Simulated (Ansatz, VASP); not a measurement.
Te: VASP beside Ansatz

```xyz
4
Lattice="4.5628 0.0000 0.0000 -2.2814 3.9515 0.0000 0.0000 0.0000 7.5286" Properties=species:S:1:pos:R:3 pbc="T T T"
Te    0.0000    2.6343    3.2938
Te    2.2814    1.3172    7.0581
Te    2.2814    1.3172    4.2348
Te    0.0000    2.6343    0.4705
```

Alike in both runs: task single point; functional PBE; k mesh 6 × 6 × 4; occupations gaussian, width 0.1 eV; no spin polarisation.

|  | VASP | Ansatz |
| --- | --- | --- |
| version | VASP 6.6.1 | Ansatz 0.2.0 |
| potentials or method | VASP PAW PBE potentials, release 64 (Te), cutoff 500 eV | scalar-relativistic, plane waves, PAW |
| valence electrons in the cell | 24 | 64 |

VASP gave:

| Property | Result |
| --- | --- |
| gap on the k mesh at the Fermi level (eV) | none |
| pressure (GPa) | 15.9 |
| traceless stress, the component that is largest in VASP (GPa) | 1.35 |
| rms of the force components (eV/Å) | 0.236 |

Estimate Ansatz's values.

gap on the k mesh at the Fermi level (eV): none; pressure (GPa): 15.9; traceless stress, the component that is largest in VASP (GPa): 1.36; rms of the force components (eV/Å): 0.235.

Atom by atom the forces differ by 0.001 eV/Å (rms over components). A gap of «none» marks a metal or a gap that the smearing closes. VASP's potentials hold 24 valence electrons a cell and Ansatz's 64, so a difference there can come from the potentials and not from the codes.

Spin-orbit coupling is off throughout.
